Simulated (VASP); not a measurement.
# YAl2N3 (I4/mmm) in VASP: notebook

The runs below take YAl2N3 through single point, relaxation of cell and atoms, with PBE.

Everything below comes from runs of VASP 6.6.1. Logs are shortened: lines on timing, memory, paths and dates and some standing lists are left out, and cuts for length are marked.

### Step 1. The cell of the first run

Symmetry: I4/mmm, No. 139, tetragonal system. The conventional cell has a = 5.178 Å, b = 5.178 Å, c = 6.708 Å, α = 90.00°, β = 90.00°, γ = 90.00°. Within 3.4 Å of Y (site symmetry 4/mmm) lie 4 Al at 2.59 Å and 10 N at 3.08 to 3.35 Å. Within 2.2 Å of Al (site symmetry mmm) lie 2 N at 1.68 Å. N (site symmetry -4m2) has 2 Al at 1.68 Å within 2.2 Å. N (site symmetry 4/mmm) has 4 Al at 2.59 Å and 8 N at 3.08 Å and 2 Y at 3.35 Å within 3.4 Å.

### Step 2. Single point, PBE

The input, INCAR:

```
PREC = Accurate ; ENCUT = 520
EDIFF = 1E-6 ; ISMEAR = 0
SIGMA = 0.1 ; LREAL = F
LASPH = T ; NELM = 100
ALGO = Normal ; ISIF = 2
LWAVE = F ; LCHARG = F
GGA = PE ; NBANDS = 25
```

The input, KPOINTS:

```
Automatic mesh
0
Gamma
  6 6 6
```

The input, POSCAR:

```
YAl2N3
1.0
   -2.5891360200      2.5891360200      3.3540099300
    2.5891360200     -2.5891360200      3.3540099300
    2.5891360200      2.5891360200     -3.3540099300
Y Al N
1 2 3
Direct
    0.5000000000      0.5000000000      0.0000000000
    0.5000000000      0.0000000000      0.5000000000
    0.0000000000      0.5000000000      0.5000000000
    0.7500000000      0.2500000000      0.5000000000
    0.2500000000      0.7500000000      0.5000000000
    0.0000000000      0.0000000000      0.0000000000
```

Potentials or basis: VASP PAW PBE potentials, release 64 (Y_sv, Al, N).

Started as:

```console
cat potpaw_PBE.64/Y_sv/POTCAR potpaw_PBE.64/Al/POTCAR potpaw_PBE.64/N/POTCAR > POTCAR
mpirun -np 1 vasp_std > vasp.out
```

OUTCAR:

```text
PREC = Accurate
   ENCUT = 520
   EDIFF = 1E-6
   ISMEAR = 0
   LREAL = F
   LASPH = T
   NELM = 100
   ISIF = 2
   GGA = PE

 ion  position               nearest neighbor table
   1  0.500  0.500  0.000-   2 2.59   3 2.59   2 2.59   3 2.59
   2  0.500  0.000  0.500-   4 1.68   5 1.68   1 2.59   1 2.59   3 3.35   3 3.35
   3  0.000  0.500  0.500-   4 1.68   5 1.68   1 2.59   1 2.59   2 3.35   2 3.35
   4  0.750  0.250  0.500-   2 1.68   3 1.68
   5  0.250  0.750  0.500-   2 1.68   3 1.68
   6  0.000  0.000  0.000-

  LATTYP: Found a body centered tetragonal cell.
 ALAT       =     5.1782720400
 C/A-ratio  =     1.2954166579

  Lattice vectors:

 A1 = (  -2.5891360200,   2.5891360200,   3.3540099300)
 A2 = (   2.5891360200,  -2.5891360200,   3.3540099300)
 A3 = (   2.5891360200,   2.5891360200,  -3.3540099300)

Analysis of symmetry for initial positions (statically):
=====================================================================
 Subroutine PRICEL returns:
 Original cell was already a primitive cell.

 Routine SETGRP: Setting up the symmetry group for a
 body centered tetragonal supercell.

 Subroutine GETGRP returns: Found 16 space group operations
 (whereof 16 operations were pure point group operations)
 out of a pool of 16 trial point group operations.

The static configuration has the point symmetry D_4h.

Analysis of symmetry for dynamics (positions and initial velocities):
=====================================================================
 Subroutine PRICEL returns:
 Original cell was already a primitive cell.

 Routine SETGRP: Setting up the symmetry group for a
 body centered tetragonal supercell.

 Subroutine GETGRP returns: Found 16 space group operations
 (whereof 16 operations were pure point group operations)
 out of a pool of 16 trial point group operations.

The dynamic configuration has the point symmetry D_4h.

 Subroutine INISYM returns: Found 16 space group operations
 (whereof 16 operations are pure point group operations),
 and found     1 'primitive' translations

----------------------------------------------------------------------------------------

                                     Primitive cell

  volume of cell :      89.9361
[... 96 lines left out ...]
   NELM   =    100;   NELMIN=  2; NELMDL= -5     # of ELM steps
   EDIFF  = 0.1E-05   stopping-criterion for ELM
   LREAL  =      F    real-space projection
   EDIFFG = 0.1E-04   stopping-criterion for IOM
   NSW    =      0    number of steps for IOM
   IBRION =     -1    ionic relax: 0-MD 1-quasi-New 2-CG
   NFREE  =      0    steps in history (QN), initial steepest desc. (CG)
   ISIF   =      2    stress and relaxation
   ISYM   =      2    0-nonsym 1-usesym 2-fastsym
   POTIM  = 0.5000    time-step for ionic-motion
   TEBEG  =    0.0;   TEEND  =   0.0 temperature during run
   PSTRESS=    0.0 pullay stress
   NELECT =      32.0000    total number of electrons
   NUPDOWN=      -1.0000    fix difference up-down
   EMIN   =  10.00;   EMAX   =-10.00  energy-range for DOS
   EFERMI =   0.00;   METHOD = LEGACY
   ISMEAR =     0;   SIGMA  =   0.10  broadening in eV -4-tet -1-fermi 0-gaus
   EFERMI_NEDOS =   21; number of points for ismear=-14 and -15
   IALGO  =     38    algorithm
   IMIX   =      4    mixing-type and parameters
     AMIX     =   0.40;   BMIX     =  1.00
     AMIX_MAG =   1.60;   BMIX_MAG =  1.00
  volume/ion in A,a.u.               =      14.99       101.15
  Fermi-wavevector in a.u.,A,eV,Ry     =   1.160059  2.192194 18.309867  1.345737
  Thomas-Fermi vector in A             =   2.296645
   LORBIT       =      0    0 simple, 1 ext, 2 COOP (PROOUT), +10 PAW based schemes
   GGA     = PE    functional components
   LHFCALC =     F    Hartree Fock is set to
   AEXX    =    0.0000 exact exchange contribution
   IVDW    =     0    specifies the selected vdW correction
   LEPSILON=     F    determine dielectric tensor
   LRPA    =     F    only Hartree local field effects (RPA)
 non-spin polarized calculation
 Gauss-broadening in eV      SIGMA  =   0.10
  energy-cutoff  :      520.00
  volume of cell :       89.94
 maximum number of plane-waves:      2432
 NGX is ok and might be reduce to    40
   NGX = 19   NGY = 19   NGZ = 19

 number of electron      31.9999996 magnetization

 Free energy of the ion-electron system (eV)
  ---------------------------------------------------
  ext. energy  EPLUGINS =         0.00000000
  ---------------------------------------------------
  free energy    TOTEN  =       -33.40756101 eV

  energy without entropy =      -33.40294417  energy(sigma->0) =      -33.40525259

 E-fermi :   4.3035     XC(G=0):  -9.9913

 val. band max:        4.2225502862   @ k =  -0.3333   0.3333   0.3333
 cond. band min:       4.3241384023   @ k =   0.5000   0.5000   0.1667
 fundamental gap:      0.1015881160
 Fermi energy:         4.3034690872

 k-point     1 :       0.0000    0.0000    0.0000
  band No.  band energies     occupation
      1     -39.2603      2.00000
      2     -19.4497      2.00000
      3     -19.4497      2.00000
      4     -19.0290      2.00000
      5     -10.7825      2.00000
      6      -9.5753      2.00000
[... 661 lines left out ...]
     24       9.0017      0.00000
     25      11.3164      0.00000

 [... further k-points ...]

------------------------ aborting loop because EDIFF is reached ----------------------------------------

  FORCE on cell =-STRESS in cart. coord.  units (eV):
  Direction    XX          YY          ZZ          XY          YZ          ZX
  --------------------------------------------------------------------------------------
  -------------------------------------------------------------------------------------
  Total        3.1898571      3.1898571      9.7324460      0.0000000      0.0000000      0.0000000
  in kB       56.8260857     56.8260857    173.3798075      0.0000000      0.0000000      0.0000000
  external PRESSURE =      95.6773263 kB  Pullay stress =       0.0000000 kB

 VOLUME and BASIS-vectors are now :
 -----------------------------------------------------------------------------
  energy-cutoff  :      520.00
  volume of cell :       89.94
      direct lattice vectors                 reciprocal lattice vectors
    -2.589136020  2.589136020  3.354009930     0.000000000  0.193114613  0.149075289
     2.589136020 -2.589136020  3.354009930     0.193114613  0.000000000  0.149075289
     2.589136020  2.589136020 -3.354009930     0.193114613  0.193114613  0.000000000

 POSITION                                       TOTAL-FORCE (eV/Angst)
 -----------------------------------------------------------------------------------
      0.00000      0.00000      3.35401         0.000000     -0.000000      0.000000
      0.00000      2.58914      0.00000         0.000000     -0.000000      0.000000
      2.58914      0.00000      0.00000         0.000000     -0.000000      0.000000
     -0.00000      2.58914      1.67700        -0.000000      0.000000     -0.000000
      2.58914     -0.00000      1.67700         0.000000     -0.000000     -0.000000
      0.00000      0.00000      0.00000         0.000000     -0.000000      0.000000
 -----------------------------------------------------------------------------------
    total drift:                               -0.000000     -0.000000      0.000000

  FREE ENERGIE OF THE ION-ELECTRON SYSTEM (eV)
  ---------------------------------------------------
  free  energy   TOTEN  =       -33.4075610132 eV

  energy  without entropy=      -33.4029441723  energy(sigma->0) =      -33.40525259
```

OSZICAR:

```text
N       E                     dE             d eps       ncg     rms          rms(c)
DAV:   1     0.139920780263E+03    0.13992E+03   -0.14790E+04  1500   0.117E+03
DAV:   2    -0.311000684206E+02   -0.17102E+03   -0.15999E+03  2005   0.260E+02
DAV:   3    -0.436118412865E+02   -0.12512E+02   -0.12303E+02  2346   0.618E+01
DAV:   4    -0.439697725731E+02   -0.35793E+00   -0.35727E+00  1970   0.874E+00
DAV:   5    -0.439737739479E+02   -0.40014E-02   -0.39995E-02  1928   0.866E-01    0.190E+01
DAV:   6    -0.366030431379E+02    0.73707E+01   -0.34963E+01  1562   0.323E+01    0.299E+01
DAV:   7    -0.345571277971E+02    0.20459E+01   -0.79477E+00  1846   0.143E+01    0.150E+01
DAV:   8    -0.335011610479E+02    0.10560E+01   -0.19346E+00  1918   0.845E+00    0.109E+01
DAV:   9    -0.335740154899E+02   -0.72854E-01   -0.10348E+00  1680   0.564E+00    0.517E+00
DAV:  10    -0.334261019094E+02    0.14791E+00   -0.12878E-01  1670   0.215E+00    0.144E+00
DAV:  11    -0.334146383434E+02    0.11464E-01   -0.61575E-02  1639   0.135E+00    0.695E-01
DAV:  12    -0.334076715000E+02    0.69668E-02   -0.80873E-03  2087   0.574E-01    0.218E-01
DAV:  13    -0.334076835058E+02   -0.12006E-04   -0.15718E-03  1542   0.246E-01    0.881E-02
DAV:  14    -0.334076240603E+02    0.59446E-04   -0.19915E-04  1649   0.822E-02    0.106E-01
DAV:  15    -0.334075619857E+02    0.62075E-04   -0.94586E-05  1641   0.638E-02    0.198E-02
DAV:  16    -0.334075616353E+02    0.35032E-06   -0.19280E-05  1590   0.234E-02    0.134E-02
DAV:  17    -0.334075610132E+02    0.62214E-06   -0.94516E-07  1274   0.596E-03
   1 F= -.33407561E+02 E0= -.33405253E+02  d E =-.461684E-02
```

It took 65 s on 1 thread of Intel Xeon Platinum 8375C at 2.90GHz (Ice Lake), shared host; peak memory 0.29 GiB.

Results:

```yaml
Free_energy: -33.4076 eV
Pressure: 9.6 GPa
Band_gap_on_the_k_mesh: zero (band 16 reaches 4.42 eV, above the bottom of band 17 at 3.92 eV)
```

Stress tensor (GPa, compression positive):
```
 5.68  0.00  0.00
 0.00  5.68  0.00
 0.00  0.00 17.34
```

### Step 3. Single point, PBE

This run uses another cell than the first one, of 16.63 Å³/atom, 1.110 times its volume.

The input, INCAR:

```
SYSTEM = YAl2N3
ALGO = Normal
EDIFF = 1E-6
ENCUT = 520
GGA = PE
ISIF = 2
ISMEAR = 0
LASPH = .True.
LCHARG = .False.
LREAL = .False.
LWAVE = .False.
NBANDS = 25
NELM = 80
PREC = Accurate
SIGMA = 0.1
```

The input, KPOINTS:

```
k-points
0
Gamma
  6 6 6
  0 0 0
```

POSCAR: that of step 2 with these lines changed.

```diff
@@ -2,5 +2,5 @@
 1.0
-   -2.5891360200      2.5891360200      3.3540099300
-    2.5891360200     -2.5891360200      3.3540099300
-    2.5891360200      2.5891360200     -3.3540099300
+   -2.6917111737      2.6917111737      3.4432508278
+    2.6917111737     -2.6917111737      3.4432508278
+    2.6917111737      2.6917111737     -3.4432508278
 Y Al N
```

Potentials or basis: VASP PAW PBE potentials, release 64 (Y_sv, Al, N).

Started as:

```console
cat potpaw_PBE.64/Y_sv/POTCAR potpaw_PBE.64/Al/POTCAR potpaw_PBE.64/N/POTCAR > POTCAR
mpirun -np 1 vasp_std > vasp.out
```

It took 73 s on 1 thread of Intel Xeon Platinum 8375C at 2.90GHz (Ice Lake), shared host; peak memory 0.29 GiB.

Results (log left out):

```
Free energy            : -33.6556 eV
Pressure               : 0.0 GPa
Band gap on the k mesh : zero (band 16 reaches 3.63 eV, above the bottom of band 17 at 3.11 eV)
```

Stress tensor (GPa, compression positive):
```
-0.02  0.00  0.00
 0.00 -0.02  0.00
 0.00  0.00  0.19
```

Levels at points of the mesh, in eV from the Fermi level:
```
           k point  band 12  band 13  band 14  band 15  band 16  band 17  band 18  band 19  band 20  band 21
(0.00, 0.00, 0.00)    -2.60    -2.60    -1.60    -1.19    -1.19    -0.25     0.40     0.96     2.29     3.26
(0.50, 0.00, 0.00)    -2.59    -2.36    -1.12    -0.66    -0.63     0.78     1.29     1.72     2.50     2.51
(0.50, 0.50, 0.00)    -2.85    -1.81    -1.55    -0.70    -0.48     0.32     0.84     1.50     1.89     2.58
(0.50, 0.50, 0.50)    -1.90    -1.90    -0.79    -0.47    -0.10    -0.10     0.84     0.95     2.76     2.76
```

[end of part 1 of 2]
